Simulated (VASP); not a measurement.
Wanted: the native input for a VASP 6.6.1 run.

| Item | Value |
| --- | --- |
| Task | single point |
| Functional | PBE |
| Potentials or basis | VASP PAW PBE potentials, release 64 (Cs_sv, Ba_sv) |
| Cutoff | 520 eV |
| k mesh | 2 × 2 × 2 |
| Occupations | fermi-dirac, width 0.1 eV |
| Spin | no spin polarisation |
| Dipole correction | no |
| Further INCAR settings | ALGO = Normal; EDIFF = 1e-06; NBANDS = 28 |

The structure of CsBa3 lies in POSCAR:

```
CsBa3
1.0
    6.6043710000      0.0000000000      0.0000000000
    0.0000000000      6.6043710000      0.0000000000
    0.0000000000      0.0000000000      6.6043710000
Cs Ba
1 3
Direct
    0.0000000000      0.0000000000      0.0000000000
    0.0000000000      0.5000000000      0.5000000000
    0.5000000000      0.0000000000      0.5000000000
    0.5000000000      0.5000000000      0.0000000000
```

These files were run (other wordings do the same):

INCAR

```
ALGO = Normal
EDIFF = 1E-6
ENCUT = 520
GGA = PE
ISIF = 2
ISMEAR = -1
LASPH = T
LCHARG = T
LELF = T
LREAL = F
LVHAR = T
LWAVE = F
NBANDS = 28
NELM = 80
PREC = Accurate
SIGMA = 0.1
```

KPOINTS

```
k-points
0
Gamma
  2 2 2
```

Potentials or basis: VASP PAW PBE potentials, release 64 (Cs_sv, Ba_sv).

Launch:

```console
$ cat potpaw_PBE.64/Cs_sv/POTCAR potpaw_PBE.64/Ba_sv/POTCAR > POTCAR
$ mpirun -np 1 vasp_std > vasp.out
```

It gave:

| Quantity | Value |
| --- | --- |
| Pressure | 0.3 GPa |

Caveat: the k points lie up to 0.48 Å⁻¹ apart.

Wall time 50 s on 1 thread of Intel Xeon 6975P-C, with other jobs on the host, peak memory 0.34 GiB.
